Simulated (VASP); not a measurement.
# CdH2O2 (P1) in VASP: single point with LDA

Aim: the single point of CdH2O2 with LDA.

Everything below comes from runs of VASP 6.6.1. Logs are shortened: lines on timing, memory, paths and dates and some standing lists are left out, and cuts for length are marked.

**1. The cell of the first run**

The typed cell holds 5 atoms: a = 3.516 Å, b = 3.516 Å, c = 4.643 Å, α = 90.00°, β = 90.00°, γ = 120.00°.

**2. Single point, LDA (atom 1 (Cd) moved by (-0.600, -0.600) A along [1 1 0] and z)**

Input file INCAR:

```
PREC = Accurate
ENCUT = 520
EDIFF = 1E-6
ISMEAR = 0
SIGMA = 0.05
LREAL = False
LASPH = True
NELM = 100
ALGO = Normal
ISIF = 2
LWAVE = False
LCHARG = False
GGA = CA
NBANDS = 21
```

Input file KPOINTS:

```
regular mesh
0
Gamma
  9 9 6
```

Input file POSCAR:

```
CdH2O2
1.0
    3.5155259648      0.0000000000      0.0000000000
   -1.7577629824      3.0445347931      0.0000000000
    0.0000000000      0.0000000000      4.6429792900
Cd H O
1 2 2
Direct
   -0.1903592947     -0.1393526754     -0.1292273694
    0.6666666667      0.3333333333      0.5509607200
    0.3333333333      0.6666666667      0.4490392800
    0.6666666667      0.3333333333      0.7593720000
    0.3333333333      0.6666666667      0.2406280000
```

Potentials or basis: VASP PAW LDA potentials, release 64 (Cd, H, O).

Command:

```
$ cat potpaw_LDA.64/Cd/POTCAR potpaw_LDA.64/H/POTCAR potpaw_LDA.64/O/POTCAR > POTCAR
$ mpirun -np 1 vasp_std > vasp.out
```

OUTCAR:

```text
PREC = Accurate
   ENCUT = 520
   EDIFF = 1E-6
   ISMEAR = 0
   LREAL = False
   LASPH = True
   NELM = 100
   ISIF = 2
   GGA = CA

 ion  position               nearest neighbor table
   1  0.810  0.861  0.871-   4 1.74   4 2.03   2 2.23   5 2.25   4 2.66   5 2.84
   2  0.667  0.333  0.551-   4 0.97   1 2.23
   3  0.333  0.667  0.449-   5 0.97
   4  0.667  0.333  0.759-   2 0.97   1 1.74   1 2.03   1 2.66
   5  0.333  0.667  0.241-   3 0.97   1 2.25   1 2.84

  LATTYP: Found a hexagonal cell.
 ALAT       =     3.5155259648
 C/A-ratio  =     1.3207068690

  Lattice vectors:

 A1 = (   3.5155259648,   0.0000000000,   0.0000000000)
 A2 = (  -1.7577629824,   3.0445347931,   0.0000000000)
 A3 = (   0.0000000000,   0.0000000000,   4.6429792900)

Analysis of symmetry for initial positions (statically):
=====================================================================
 Subroutine PRICEL returns:
 Original cell was already a primitive cell.

 Routine SETGRP: Setting up the symmetry group for a
 hexagonal supercell.

 Subroutine GETGRP returns: Found  1 space group operations
 (whereof  1 operations were pure point group operations)
 out of a pool of 24 trial point group operations.

The static configuration has the point symmetry C_1 .

Analysis of symmetry for dynamics (positions and initial velocities):
=====================================================================
 Subroutine PRICEL returns:
 Original cell was already a primitive cell.

 Routine SETGRP: Setting up the symmetry group for a
 hexagonal supercell.

 Subroutine GETGRP returns: Found  1 space group operations
 (whereof  1 operations were pure point group operations)
 out of a pool of 24 trial point group operations.

The dynamic configuration has the point symmetry C_1 .

 Subroutine INISYM returns: Found  1 space group operations
 (whereof  1 operations are pure point group operations),
 and found     1 'primitive' translations

----------------------------------------------------------------------------------------

                                     Primitive cell

  volume of cell :      49.6945

  direct lattice vectors                    reciprocal lattice vectors
     3.515525965  0.000000000  0.000000000     0.284452457  0.164228703  0.000000000
    -1.757762982  3.044534793  0.000000000     0.000000000  0.328457406  0.000000000
     0.000000000  0.000000000  4.642979290     0.000000000  0.000000000  0.215378949

  length of vectors
     3.515525965  3.515525965  4.642979290     0.328457406  0.328457406  0.215378949

  position of ions in fractional coordinates (direct lattice)
     0.809640705  0.860647325  0.870772631
     0.666666667  0.333333333  0.550960720
     0.333333333  0.666666667  0.449039280
     0.666666667  0.333333333  0.759372000
     0.333333333  0.666666667  0.240628000

  ion indices of the primitive-cell ions
   primitive index   ion index
                 1           1
                 2           2
                 3           3
                 4           4
                 5           5

----------------------------------------------------------------------------------------

 KPOINTS: regular mesh

Automatic generation of k-mesh.
 Grid dimensions read from file:
 generate k-points for:    9    9    6

 Generating k-lattice:

  Cartesian coordinates                     Fractional coordinates (reciprocal lattice)
     0.031605829  0.018247634  0.000000000     0.111111111  0.000000000  0.000000000
     0.000000000  0.036495267  0.000000000     0.000000000  0.111111111  0.000000000
     0.000000000  0.000000000  0.035896492     0.000000000  0.000000000  0.166666667

  Length of vectors
     0.036495267  0.036495267  0.035896492

  Shift w.r.t. Gamma in fractional coordinates (k-lattice)
     0.000000000  0.000000000  0.000000000

 Subroutine IBZKPT returns following result:
 ===========================================

 Found    244 irreducible k-points:

 Following reciprocal coordinates:
            Coordinates               Weight
  0.000000  0.000000  0.000000      1.000000
  0.111111  0.000000  0.000000      2.000000
  0.000000  0.111111  0.000000      2.000000
 -0.111111  0.111111  0.000000      2.000000
  0.222222  0.000000  0.000000      2.000000
  0.000000  0.222222  0.000000      2.000000
[... 16 lines left out ...]
  0.333333  0.111111  0.000000      2.000000
 -0.111111  0.444444  0.000000      2.000000
 [... further k-points ...]
   k-points           NKPTS =    244   k-points in BZ     NKDIM =    244   number of bands    NBANDS=     21
   number of dos      NEDOS =    301   number of ions     NIONS =      5
   total plane-waves  NPLWV =  28224
   dimension x,y,z NGX =    28 NGY =   28 NGZ =   36
   dimension x,y,z NGXF=    56 NGYF=   56 NGZF=   72
   ions per type =               1   2   2
   NGX,Y,Z   is equivalent  to a cutoff of  13.24, 13.24, 12.89 a.u.
   NGXF,Y,Z  is equivalent  to a cutoff of  26.48, 26.48, 25.78 a.u.
 SYSTEM =  unknown system
   PREC   = accura    normal or accurate (medium, high low for compatibility)
   ISTART =      0    job   : 0-new  1-cont  2-samecut
   ICHARG =      2    charge: 1-file 2-atom 10-const
   ISPIN  =      1    spin polarized calculation?
   LNONCOLLINEAR =      F non collinear calculations
   LSORBIT =      F    spin-orbit coupling
   LASPH  =      T    aspherical Exc in radial PAW
   ENCUT  =  520.0 eV  38.22 Ry    6.18 a.u.   6.54  6.54  8.63*2*pi/ulx,y,z
   NELM   =    100;   NELMIN=  2; NELMDL= -5     # of ELM steps
   EDIFF  = 0.1E-05   stopping-criterion for ELM
   LREAL  =      F    real-space projection
   EDIFFG = 0.1E-04   stopping-criterion for IOM
   NSW    =      0    number of steps for IOM
   IBRION =     -1    ionic relax: 0-MD 1-quasi-New 2-CG
   NFREE  =      0    steps in history (QN), initial steepest desc. (CG)
   ISIF   =      2    stress and relaxation
   ISYM   =      2    0-nonsym 1-usesym 2-fastsym
   POTIM  = 0.5000    time-step for ionic-motion
   TEBEG  =    0.0;   TEEND  =   0.0 temperature during run
   PSTRESS=    0.0 pullay stress
   NELECT =      26.0000    total number of electrons
   NUPDOWN=      -1.0000    fix difference up-down
   EMIN   =  10.00;   EMAX   =-10.00  energy-range for DOS
   EFERMI =   0.00;   METHOD = LEGACY
   ISMEAR =     0;   SIGMA  =   0.05  broadening in eV -4-tet -1-fermi 0-gaus
   EFERMI_NEDOS =   21; number of points for ismear=-14 and -15
   IALGO  =     38    algorithm
   IMIX   =      4    mixing-type and parameters
     AMIX     =   0.40;   BMIX     =  1.00
     AMIX_MAG =   1.60;   BMIX_MAG =  1.00
  volume/ion in A,a.u.               =       9.94        67.07
  Fermi-wavevector in a.u.,A,eV,Ry     =   1.319157  2.492846 23.676535  1.740176
  Thomas-Fermi vector in A             =   2.449076
   LORBIT       =      0    0 simple, 1 ext, 2 COOP (PROOUT), +10 PAW based schemes
   GGA     = CA    functional components
   LHFCALC =     F    Hartree Fock is set to
   AEXX    =    0.0000 exact exchange contribution
   IVDW    =     0    specifies the selected vdW correction
   LEPSILON=     F    determine dielectric tensor
   LRPA    =     F    only Hartree local field effects (RPA)
 non-spin polarized calculation
 Gauss-broadening in eV      SIGMA  =   0.05
  energy-cutoff  :      520.00
  volume of cell :       49.69
 maximum number of plane-waves:      1385
 NGX is ok and might be reduce to    28
   NGX = 13   NGY = 13   NGZ = 17

 number of electron      25.9999994 magnetization

 Free energy of the ion-electron system (eV)
  ---------------------------------------------------
  ext. energy  EPLUGINS =         0.00000000
  ---------------------------------------------------
  free energy    TOTEN  =       -22.29508843 eV

  energy without entropy =      -22.29508843  energy(sigma->0) =      -22.29508843

 E-fermi :   0.5420     XC(G=0): -10.4828

 val. band max:        0.2877936263   @ k =   0.0000   0.0000   0.0000
 cond. band min:       1.2735989516   @ k =   0.0000   0.0000   0.0000
 fundamental gap:      0.9858053252
 Fermi energy:         0.5420409461

 k-point     1 :       0.0000    0.0000    0.0000
  band No.  band energies     occupation
      1     -20.6239      2.00000
      2     -16.7147      2.00000
      3      -9.5290      2.00000
      4      -8.7850      2.00000
      5      -7.6152      2.00000
      6      -7.0118      2.00000
[... 13 lines left out ...]
     20      15.5082      0.00000
     21      15.8635      0.00000

 k-point     2 :       0.1111    0.0000    0.0000
  band No.  band energies     occupation
      1     -20.6043      2.00000
      2     -16.7029      2.00000
      3      -9.5181      2.00000
      4      -8.7710      2.00000
      5      -7.5742      2.00000
      6      -7.0332      2.00000
[... 13 lines left out ...]
     20      15.0692      0.00000
     21      15.7830      0.00000

 k-point     3 :       0.0000    0.1111    0.0000
  band No.  band energies     occupation
      1     -20.5785      2.00000
      2     -16.7036      2.00000
      3      -9.5709      2.00000
      4      -8.6388      2.00000
      5      -7.5548      2.00000
      6      -7.0462      2.00000
[... 13 lines left out ...]
     20      15.2733      0.00000
     21      16.0688      0.00000

 k-point     4 :      -0.1111    0.1111    0.0000
  band No.  band energies     occupation
      1     -20.5781      2.00000
      2     -16.7023      2.00000
      3      -9.5796      2.00000
      4      -8.6330      2.00000
      5      -7.6356      2.00000
      6      -7.0330      2.00000
[... 13 lines left out ...]
     20      14.7050      0.00000
     21      16.1345      0.00000

 k-point     5 :       0.2222    0.0000    0.0000
  band No.  band energies     occupation
      1     -20.5558      2.00000
      2     -16.6729      2.00000
      3      -9.4899      2.00000
      4      -8.7396      2.00000
      5      -7.4649      2.00000
      6      -7.1197      2.00000
[... 13 lines left out ...]
     20      14.5527      0.00000
     21      15.3430      0.00000

 k-point     6 :       0.0000    0.2222    0.0000
  band No.  band energies     occupation
      1     -20.4627      2.00000
      2     -16.6758      2.00000
      3      -9.5637      2.00000
      4      -8.4061      2.00000
      5      -7.4059      2.00000
      6      -7.0670      2.00000
[... 13 lines left out ...]
     20      14.3998      0.00000
     21      15.4206      0.00000

 k-point     7 :      -0.2222    0.2222    0.0000
  band No.  band energies     occupation
      1     -20.4612      2.00000
      2     -16.6721      2.00000
      3      -9.5984      2.00000
      4      -8.3965      2.00000
      5      -7.6399      2.00000
      6      -7.0573      2.00000
[... 13 lines left out ...]
     20      14.3273      0.00000
     21      15.8580      0.00000
[... 291 lines left out ...]
      1     -20.3454      2.00000
      2     -16.6510      2.00000
      3      -9.4781      2.00000
      4      -8.3417      2.00000
      5      -7.4105      2.00000
      6      -7.0460      2.00000
[... 13 lines left out ...]
     20      14.1930      0.00000
     21      15.5101      0.00000

 k-point    21 :       0.1111    0.2222    0.0000
  band No.  band energies     occupation
      1     -20.4251      2.00000
      2     -16.6528      2.00000
      3      -9.5374      2.00000
      4      -8.3503      2.00000
      5      -7.4410      2.00000
      6      -7.0104      2.00000
[... 13 lines left out ...]
     20      14.0236      0.00000
     21      14.9177      0.00000

 k-point    22 :       0.3333   -0.1111    0.0000
  band No.  band energies     occupation
      1     -20.4916      2.00000
      2     -16.6471      2.00000
      3      -9.5392      2.00000
      4      -8.5732      2.00000
      5      -7.5874      2.00000
      6      -7.1374      2.00000
[... 13 lines left out ...]
     20      14.2312      0.00000
     21      14.7977      0.00000

 k-point    23 :       0.3333    0.1111    0.0000
  band No.  band energies     occupation
      1     -20.4475      2.00000
      2     -16.6187      2.00000
      3      -9.4877      2.00000
      4      -8.5415      2.00000
      5      -7.5015      2.00000
      6      -7.0075      2.00000
[... 13 lines left out ...]
     20      13.8590      0.00000
     21      14.4151      0.00000

 k-point    24 :      -0.1111    0.4444    0.0000
  band No.  band energies     occupation
      1     -20.2480      2.00000
      2     -16.6250      2.00000
      3      -9.2592      2.00000
      4      -8.2793      2.00000
      5      -7.3163      2.00000
      6      -6.9616      2.00000
[... 13 lines left out ...]
     20      13.6690      0.00000
     21      14.7749      0.00000

 [... further k-points ...]
[... 5 lines left out ...]
  --------------------------------------------------------------------------------------
  -------------------------------------------------------------------------------------
  Total        1.5428902     16.9168514      1.0000914     -5.8920975      4.8964811     -1.1154643
  in kB       49.7436452    545.4087730     32.2435071   -189.9645262    157.8652941    -35.9631956
  external PRESSURE =     209.1319751 kB  Pullay stress =       0.0000000 kB

 VOLUME and BASIS-vectors are now :
 -----------------------------------------------------------------------------
  energy-cutoff  :      520.00
  volume of cell :       49.69
      direct lattice vectors                 reciprocal lattice vectors
     3.515525965  0.000000000  0.000000000     0.284452457  0.164228703  0.000000000
    -1.757762982  3.044534793  0.000000000     0.000000000  0.328457406  0.000000000
     0.000000000  0.000000000  4.642979290     0.000000000  0.000000000  0.215378949

 POSITION                                       TOTAL-FORCE (eV/Angst)
 -----------------------------------------------------------------------------------
      1.33350      2.62027      4.04298        -1.492423      8.784214      5.496487
      1.75776      1.01484      2.55810        -0.018106     -0.444383     -1.692709
     -0.00000      2.02969      2.08488        -0.031354      0.012409      0.220169
      1.75776      1.01484      3.52575         1.849592     -8.226438     -3.038252
     -0.00000      2.02969      1.11723        -0.307709     -0.125802     -0.985695
 -----------------------------------------------------------------------------------
    total drift:                                0.000865      0.000846      0.000483

  FREE ENERGIE OF THE ION-ELECTRON SYSTEM (eV)
  ---------------------------------------------------
  free  energy   TOTEN  =       -22.2950884280 eV

  energy  without entropy=      -22.2950884280  energy(sigma->0) =      -22.29508843
```

It took 1.8 min on 1 thread of Intel Xeon Platinum 8559C (Emerald Rapids), shared host; peak memory 0.34 GiB.

What came out:

- Free energy: -22.2951 eV
- Pressure: 20.9 GPa
- Largest force: 10.469 eV/Å
- Band gap on the k mesh: 0.99 eV, direct

Forces in eV/Å, atoms in the order of the input:
```
Cd  -1.492  8.784  5.496
H   -0.018 -0.444 -1.693
H   -0.031  0.012  0.220
O    1.850 -8.226 -3.038
O   -0.308 -0.126 -0.986
```

Stress tensor (GPa, compression positive):
```
  4.97 -19.00  -3.60
-19.00  54.54  15.79
 -3.60  15.79   3.22
```

Caveat: the cell differs from its parent crystal (atom 1 (Cd) moved by (-0.600, -0.600) A along [1 1 0] and z); forces of over 1 eV/Å act on the atoms, so gaps and moduli don't describe the material at rest.
